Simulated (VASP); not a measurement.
The system is HfC.

```
Hf C
1.0
     3.34287    0.00000    0.00000
    -1.67143    2.89501    0.00000
     0.00000    0.00000    5.20271
Hf C
2 2
Direct
  0.33333 0.66667 0.25000
  0.66667 0.33333 0.75000
  0.00000 0.00000 0.50000
  0.00000 0.00000 0.00000
```

Base run:

| Property | Result |
| --- | --- |
| Program | VASP 6.6.1 |
| Functional | r2SCAN |
| Potentials or basis | VASP PAW PBE potentials, release 64 (Hf_pv, C) |
| Cutoff | 520 eV |
| k mesh | 9 × 9 × 5 |
| Occupations | fermi-dirac, width 0.05 eV |
| Spin | no spin polarisation |
| Hubbard terms | Hf d U = 5.0 eV |

Its results: band gap on the k mesh zero (band 14 reaches 8.69 eV, above the bottom of band 15 at 7.06 eV); pressure 14.5 GPa.

After a change of settings the same cell gave: band gap on the k mesh zero (band 14 reaches 8.29 eV, above the bottom of band 15 at 6.78 eV); pressure 6.9 GPa. Which change was it?
A. hubbard terms from Hf d U = 5.0 eV to none
B. hubbard terms from Hf d U = 5.0 eV to Hf d U = 8.0 eV; further incar settings from ALGO = Normal; EDIFF = 1e-06; NBANDS = 22 to ALGO = Normal; EDIFF = 1e-07; NBANDS = 22
C. hubbard terms from Hf d U = 5.0 eV to Hf d U = 3.0 eV
D. hubbard terms from Hf d U = 5.0 eV to none; further incar settings from ALGO = Normal; EDIFF = 1e-06; NBANDS = 22 to ALGO = Normal; EDIFF = 1e-07; NBANDS = 22

C.

Caveats: the PAW data sets were made with another functional, which shifts forces and pressure a little; spin-orbit coupling is left out, which moves the levels of the heavy elements; U without spin polarisation on a metal has little footing; the U is typed as a test and isn't derived for this compound.
